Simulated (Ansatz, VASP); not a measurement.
**Two plane-wave programs on Cd**

The input INCAR:

```
SYSTEM = Cd
ALGO = Normal ; EDIFF = 1E-7
ENCUT = 520 ; GGA = PS
ISIF = 2 ; ISMEAR = -1
LASPH = .TRUE. ; LCHARG = .TRUE.
LELF = .TRUE. ; LREAL = .FALSE.
LVHAR = .TRUE. ; LWAVE = .FALSE.
NBANDS = 12 ; NELM = 80
PREC = Accurate ; SIGMA = 0.1
```

KPOINTS

```
k-points
0
G
  14 14 14
  0 0 0
```

Contents of POSCAR:

```
Cd
1.0
    0.0000000000      2.1886254750      2.1886254750
    2.1886254750      0.0000000000      2.1886254750
    2.1886254750      2.1886254750      0.0000000000
Cd
1
Direct
    0.0000000000      0.0000000000      0.0000000000
```

Input for Ansatz:

```yaml
crystal:
  lattice:
    - [0.0, 2.188625475, 2.188625475]
    - [2.188625475, 0.0, 2.188625475]
    - [2.188625475, 2.188625475, 0.0]
  atoms:
    - { symbol: Cd, position: [0.0, 0.0, 0.0] }
hamiltonian:
  xc: pbesol
  pseudopotentials:
    kind: paw
    azcp:
      Cd: "pseudopotentials/Cd.paw.azcp"
basis:
  ecutwfc: 420
  fft_grid_basis: typed
kpoints:
  mp_grid: { grid: [14, 14, 14], shift: [0, 0, 0] }
magnetization:
  spin_polarized: false
scf:
  occupations: { method: fermi_dirac, width: 0.1 }
  lower_state_search: "off"
output:
  stress: true
```

Alike in both runs: task single point; functional PBEsol; k mesh 14 × 14 × 14; occupations fermi-dirac, width 0.1 eV; no spin polarisation.

```csv
,VASP,Ansatz
version,VASP 6.6.1,Ansatz 0.2.0
potentials or method,"VASP PAW PBE potentials, release 64 (Cd), cutoff 520 eV","plane waves (420 eV) with PAW, scalar-relativistic"
valence electrons in the cell,12,20
```

|  | VASP | Ansatz | Ansatz less VASP |
| --- | --- | --- | --- |
| pressure (GPa) | 0.3 | 0.0 | -0.35 |

VASP's potentials were made for PBE, not for PBEsol, and Ansatz warns of the same on its side. VASP's potentials hold 12 valence electrons a cell and Ansatz's 20, so a difference there can come from the potentials and not from the codes.
